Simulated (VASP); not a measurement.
# Sn (I4_1/amd) in VASP: notebook

The runs below take Sn through single point, with PBEsol.

Program: VASP 6.6.1. These are calculated values, not measurements. Logs are shortened: lines on timing, memory, paths and dates and some standing lists are left out, and cuts for length are marked.

## 1. The cell of the first run

The structure is tetragonal, space group I4_1/amd (No. 141). The conventional cell has a = 4.590 Å, b = 4.590 Å, c = 5.518 Å, α = 90.00°, β = 90.00°, γ = 90.00°. Within 3.5 Å of Sn (site symmetry -4m2) lie 4 Sn at 2.68 Å.

## 2. Single point, PBEsol (strain -0.1500 x Voigt [0, 0, 1, 0, 0, 0])

INCAR

```
SYSTEM = Sn
  ALGO = Fast
  EDIFF = 1E-6
  ENCUT = 520
  GGA = PS
  ISIF = 2
  ISMEAR = 0
  LASPH = .TRUE.
  LCHARG = .FALSE.
  LREAL = .FALSE.
  LWAVE = .FALSE.
  NBANDS = 21
  NELM = 60
  PREC = Accurate
  SIGMA = 0.15
```

KPOINTS

```
k-points
0
G
  12 12 12
  0 0 0
```

POSCAR

```
Sn
1.0
    0.0000000000      3.2456000000      2.7587600000
    3.2456000000      0.0000000000      2.7587600000
    3.2456000000      3.2456000000      0.0000000000
Sn
2
Direct
    0.5000000000      0.5000000000      0.5000000000
    0.7500000000      0.7500000000      0.7500000000
```

Potentials or basis: VASP PAW PBE potentials, release 64 (Sn_d).

Command:

```sh
$ cat potpaw_PBE.64/Sn_d/POTCAR > POTCAR
$ mpirun -np 1 vasp_std > vasp.out
```

OUTCAR:

```text
SYSTEM = Sn
   EDIFF = 1E-6
   ENCUT = 520
   GGA = PS
   ISIF = 2
   ISMEAR = 0
   LASPH = .TRUE.
   LREAL = .FALSE.
   NELM = 60
   PREC = Accurate

 ion  position               nearest neighbor table
   1  0.500  0.500  0.500-   2 2.68   2 2.68   2 2.68   2 2.68
   2  0.750  0.750  0.750-   1 2.68   1 2.68   1 2.68   1 2.68

  LATTYP: Found a body centered tetragonal cell.
 ALAT       =     4.5899715380
 C/A-ratio  =     1.2020815280

  Lattice vectors:

 A1 = (   0.0000000000,  -3.2456000000,  -2.7587600000)
 A2 = (   0.0000000000,   3.2456000000,  -2.7587600000)
 A3 = (   3.2456000000,   0.0000000000,   2.7587600000)

Analysis of symmetry for initial positions (statically):
=====================================================================
 Subroutine PRICEL returns:
 Original cell was already a primitive cell.

 Routine SETGRP: Setting up the symmetry group for a
 body centered tetragonal supercell.

 Subroutine GETGRP returns: Found 16 space group operations
 (whereof  8 operations were pure point group operations)
 out of a pool of 16 trial point group operations.

The static configuration has the point symmetry D_2d.
 The point group associated with its full space group is D_4h.

Analysis of symmetry for dynamics (positions and initial velocities):
=====================================================================
 Subroutine PRICEL returns:
 Original cell was already a primitive cell.

 Routine SETGRP: Setting up the symmetry group for a
 body centered tetragonal supercell.

 Subroutine GETGRP returns: Found 16 space group operations
 (whereof  8 operations were pure point group operations)
 out of a pool of 16 trial point group operations.

The dynamic configuration has the point symmetry D_2d.
 The point group associated with its full space group is D_4h.

 Subroutine INISYM returns: Found 16 space group operations
 (whereof  8 operations are pure point group operations),
 and found     1 'primitive' translations

----------------------------------------------------------------------------------------

                                     Primitive cell

  volume of cell :      58.1211

  direct lattice vectors                    reciprocal lattice vectors
     0.000000000  3.245600000  2.758760000    -0.154054720  0.154054720  0.181240847
     3.245600000  0.000000000  2.758760000     0.154054720 -0.154054720  0.181240847
     3.245600000  3.245600000  0.000000000     0.154054720  0.154054720 -0.181240847

  length of vectors
     4.259656805  4.259656805  4.589971538     0.283397174  0.283397174  0.283397174

  position of ions in fractional coordinates (direct lattice)
     0.500000000  0.500000000  0.500000000
     0.750000000  0.750000000  0.750000000

  ion indices of the primitive-cell ions
   primitive index   ion index
                 1           1
                 2           2

----------------------------------------------------------------------------------------

 KPOINTS: k-points

Automatic generation of k-mesh.
 Grid dimensions read from file:
 generate k-points for:   12   12   12

 Generating k-lattice:

  Cartesian coordinates                     Fractional coordinates (reciprocal lattice)
    -0.012837893  0.012837893  0.015103404     0.083333333  0.000000000  0.000000000
     0.012837893 -0.012837893  0.015103404     0.000000000  0.083333333  0.000000000
     0.012837893  0.012837893 -0.015103404    -0.000000000 -0.000000000  0.083333333

  Length of vectors
     0.023616431  0.023616431  0.023616431

  Shift w.r.t. Gamma in fractional coordinates (k-lattice)
     0.000000000  0.000000000  0.000000000

 Subroutine IBZKPT returns following result:
 ===========================================

 Found    163 irreducible k-points:

 Following reciprocal coordinates:
            Coordinates               Weight
  0.000000  0.000000  0.000000      1.000000
  0.083333  0.000000  0.000000      8.000000
  0.166667  0.000000  0.000000      8.000000
  0.250000  0.000000  0.000000      8.000000
  0.333333  0.000000  0.000000      8.000000
  0.416667 -0.000000  0.000000      8.000000
[... 16 lines left out ...]
  0.500000  0.166667  0.000000      8.000000
 -0.416667  0.166667  0.000000      8.000000
 [... further k-points ...]
   k-points           NKPTS =    163   k-points in BZ     NKDIM =    163   number of bands    NBANDS=     21
   number of dos      NEDOS =    301   number of ions     NIONS =      2
   total plane-waves  NPLWV =  36864
   dimension x,y,z NGX =    32 NGY =   32 NGZ =   36
   dimension x,y,z NGXF=    64 NGYF=   64 NGZF=   72
   ions per type =               2
   NGX,Y,Z   is equivalent  to a cutoff of  12.49, 12.49, 13.04 a.u.
   NGXF,Y,Z  is equivalent  to a cutoff of  24.98, 24.98, 26.08 a.u.
 SYSTEM =  Sn
   PREC   = accura    normal or accurate (medium, high low for compatibility)
   ISTART =      0    job   : 0-new  1-cont  2-samecut
   ICHARG =      2    charge: 1-file 2-atom 10-const
   ISPIN  =      1    spin polarized calculation?
   LNONCOLLINEAR =      F non collinear calculations
   LSORBIT =      F    spin-orbit coupling
   LASPH  =      T    aspherical Exc in radial PAW
   ENCUT  =  520.0 eV  38.22 Ry    6.18 a.u.   7.92  7.92  8.53*2*pi/ulx,y,z
   NELM   =     60;   NELMIN=  2; NELMDL= -5     # of ELM steps
   EDIFF  = 0.1E-05   stopping-criterion for ELM
   LREAL  =      F    real-space projection
[... 7 lines left out ...]
   TEBEG  =    0.0;   TEEND  =   0.0 temperature during run
   PSTRESS=    0.0 pullay stress
   NELECT =      28.0000    total number of electrons
   NUPDOWN=      -1.0000    fix difference up-down
   EMIN   =  10.00;   EMAX   =-10.00  energy-range for DOS
   EFERMI =   0.00;   METHOD = LEGACY
   ISMEAR =     0;   SIGMA  =   0.15  broadening in eV -4-tet -1-fermi 0-gaus
   EFERMI_NEDOS =   21; number of points for ismear=-14 and -15
   IALGO  =     68    algorithm
   IMIX   =      4    mixing-type and parameters
     AMIX     =   0.40;   BMIX     =  1.00
     AMIX_MAG =   1.60;   BMIX_MAG =  1.00
  volume/ion in A,a.u.               =      29.06       196.11
  Fermi-wavevector in a.u.,A,eV,Ry     =   1.283363  2.425205 22.409078  1.647021
  Thomas-Fermi vector in A             =   2.415620
   LORBIT       =      0    0 simple, 1 ext, 2 COOP (PROOUT), +10 PAW based schemes
   GGA     = PS    functional components
   LHFCALC =     F    Hartree Fock is set to
   AEXX    =    0.0000 exact exchange contribution
   IVDW    =     0    specifies the selected vdW correction
   LEPSILON=     F    determine dielectric tensor
   LRPA    =     F    only Hartree local field effects (RPA)
 non-spin polarized calculation
 RMM-DIIS sequential band-by-band and
 Gauss-broadening in eV      SIGMA  =   0.15
  energy-cutoff  :      520.00
  volume of cell :       58.12
 maximum number of plane-waves:      1586
   NGX = 15   NGY = 15   NGZ = 17

 number of electron      27.9999997 magnetization

 Free energy of the ion-electron system (eV)
  ---------------------------------------------------
  ext. energy  EPLUGINS =         0.00000000
  ---------------------------------------------------
  free energy    TOTEN  =        -8.04801918 eV

  energy without entropy =       -8.04478165  energy(sigma->0) =       -8.04640041

 E-fermi :   7.2554     XC(G=0):  -9.8302

 val. band max:        7.2443899627   @ k =   0.2500   0.2500   0.0000
 cond. band min:       7.2789739784   @ k =   0.5000   0.0000   0.0000
 fundamental gap:      0.0345840157
 Fermi energy:         7.2554382534

 k-point     1 :       0.0000    0.0000    0.0000
  band No.  band energies     occupation
      1     -14.7286      2.00000
      2     -14.6086      2.00000
      3     -14.6086      2.00000
      4     -14.6009      2.00000
      5     -14.5278      2.00000
      6     -14.1656      2.00000
[... 13 lines left out ...]
     20      14.3489      0.00000
     21      14.7499      0.00000

 k-point     2 :       0.0833    0.0000    0.0000
  band No.  band energies     occupation
      1     -14.7293      2.00000
      2     -14.6260      2.00000
      3     -14.6178      2.00000
      4     -14.5779      2.00000
      5     -14.5145      2.00000
      6     -14.1858      2.00000
[... 13 lines left out ...]
     20      13.9111      0.00000
     21      14.3783      0.00000

 k-point     3 :       0.1667    0.0000    0.0000
  band No.  band energies     occupation
      1     -14.7324      2.00000
      2     -14.6393      2.00000
      3     -14.6319      2.00000
      4     -14.5497      2.00000
      5     -14.4887      2.00000
      6     -14.2150      2.00000
[... 13 lines left out ...]
     20      13.8008      0.00000
     21      14.6079      0.00000

 k-point     4 :       0.2500    0.0000    0.0000
  band No.  band energies     occupation
      1     -14.7386      2.00000
      2     -14.6452      2.00000
      3     -14.6391      2.00000
      4     -14.5243      2.00000
      5     -14.4646      2.00000
      6     -14.2407      2.00000
[... 13 lines left out ...]
     20      14.3083      0.00000
     21      15.4611      0.00000

 k-point     5 :       0.3333    0.0000    0.0000
  band No.  band energies     occupation
      1     -14.7459      2.00000
      2     -14.6454      2.00000
      3     -14.6395      2.00000
      4     -14.5062      2.00000
      5     -14.4478      2.00000
      6     -14.2598      2.00000
[... 13 lines left out ...]
     20      15.3106      0.00000
     21      15.6013      0.00000
[... 382 lines left out ...]
     20      15.7463      0.00000
     21      16.0608      0.00000

 k-point    22 :       0.4167    0.1667    0.0000
  band No.  band energies     occupation
      1     -14.7270      2.00000
      2     -14.6394      2.00000
      3     -14.5916      2.00000
      4     -14.4845      2.00000
      5     -14.4394      2.00000
      6     -14.2526      2.00000
[... 13 lines left out ...]
     20      17.1660      0.00000
     21      17.2721      0.00000

 k-point    23 :       0.5000    0.1667    0.0000
  band No.  band energies     occupation
      1     -14.7488      2.00000
      2     -14.6468      2.00000
      3     -14.5830      2.00000
      4     -14.4621      2.00000
      5     -14.4342      2.00000
      6     -14.2700      2.00000
[... 13 lines left out ...]
     20      17.2935      0.00000
     21      17.3561      0.00000

 k-point    24 :      -0.4167    0.1667    0.0000
  band No.  band energies     occupation
      1     -14.7645      2.00000
      2     -14.6552      2.00000
      3     -14.5892      2.00000
      4     -14.4462      2.00000
      5     -14.4336      2.00000
      6     -14.2822      2.00000
[... 13 lines left out ...]
     20      15.8743      0.00000
     21      16.8139      0.00000

 [... further k-points ...]
[... 5 lines left out ...]
  --------------------------------------------------------------------------------------
  -------------------------------------------------------------------------------------
  Total        3.7685444      3.7685444      4.3443967      0.0000000      0.0000000      0.0000000
  in kB      103.8843953    103.8843953    119.7584455      0.0000000      0.0000000      0.0000000
  external PRESSURE =     109.1757454 kB  Pullay stress =       0.0000000 kB

 VOLUME and BASIS-vectors are now :
 -----------------------------------------------------------------------------
  energy-cutoff  :      520.00
  volume of cell :       58.12
      direct lattice vectors                 reciprocal lattice vectors
     0.000000000  3.245600000  2.758760000    -0.154054720  0.154054720  0.181240847
     3.245600000  0.000000000  2.758760000     0.154054720 -0.154054720  0.181240847
     3.245600000  3.245600000  0.000000000     0.154054720  0.154054720 -0.181240847

 POSITION                                       TOTAL-FORCE (eV/Angst)
 -----------------------------------------------------------------------------------
      3.24560      3.24560      2.75876         0.000000      0.000000      0.000000
      4.86840      4.86840      4.13814         0.000000      0.000000      0.000000
 -----------------------------------------------------------------------------------
    total drift:                                0.000000     -0.000000      0.000000

  FREE ENERGIE OF THE ION-ELECTRON SYSTEM (eV)
  ---------------------------------------------------
  free  energy   TOTEN  =        -8.0480191763 eV

  energy  without entropy=       -8.0447816463  energy(sigma->0) =       -8.04640041
```

Run time: 5.4 min. Hardware: 1 thread of Intel Xeon 8259CL, shared host; peak memory 0.29 GiB.

What came out:

| Quantity | Value |
| --- | --- |
| Free energy | -8.0480 eV |
| Pressure | 10.9 GPa |
| Band gap on the k mesh | zero (bands 14 and 15 overlap by 0.83 eV) |

Caveat: the cell differs from its parent crystal (strain -0.1500 x Voigt [0, 0, 1, 0, 0, 0]); the cell stands under pressure; the PAW data sets were made with another functional, which shifts forces and pressure a little; spin-orbit coupling is left out, which moves the levels of the heavy elements.

(Continued in part 2 of 2.)

The gap in the log of VASP goes by the Fermi energy; the results here count the filled bands.